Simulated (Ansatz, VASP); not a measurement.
## LiSiS3: VASP beside Ansatz

```
Li Si S
1.0
     6.25056    0.00000    0.00000
    -3.12528    5.41315    0.00000
     0.00000    0.00000    5.90087
Li Si S
2 2 6
Direct
  0.33333 0.66667 0.75000
  0.66667 0.33333 0.25000
  0.00000 0.00000 0.00000
  0.00000 0.00000 0.50000
  0.83842 0.67684 0.75000
  0.32316 0.16158 0.75000
  0.83842 0.16158 0.75000
  0.16158 0.32316 0.25000
  0.67684 0.83842 0.25000
  0.16158 0.83842 0.25000
```

Alike in both runs: functional PBE; k mesh 3 × 3 × 4; occupations gaussian, width 0.1 eV; no spin polarisation.

Ansatz relaxed the structure, and its values are those at the end. VASP's run is a single point on that final structure, the one shown.

|  | VASP | Ansatz |
| --- | --- | --- |
| version | VASP 6.6.1 | Ansatz 0.2.0 |
| potentials or method | VASP PAW PBE potentials, release 64 (Li_sv, Si, S), cutoff 750 eV | scalar-relativistic, plane waves, PAW |
| valence electrons in the cell | 50 | 50 |

```tsv
	VASP	Ansatz	Ansatz less VASP
gap on the k mesh at the Fermi level (eV)	none	none	-
pressure (GPa)	0.1	0.2	+0.13
rms of the force components (eV/Å)	0.005	0.004	-0.0013
```

A gap of «none» marks a metal or a gap that the smearing closes.

The k mesh is coarse, so the values compare programs but aren't converged.
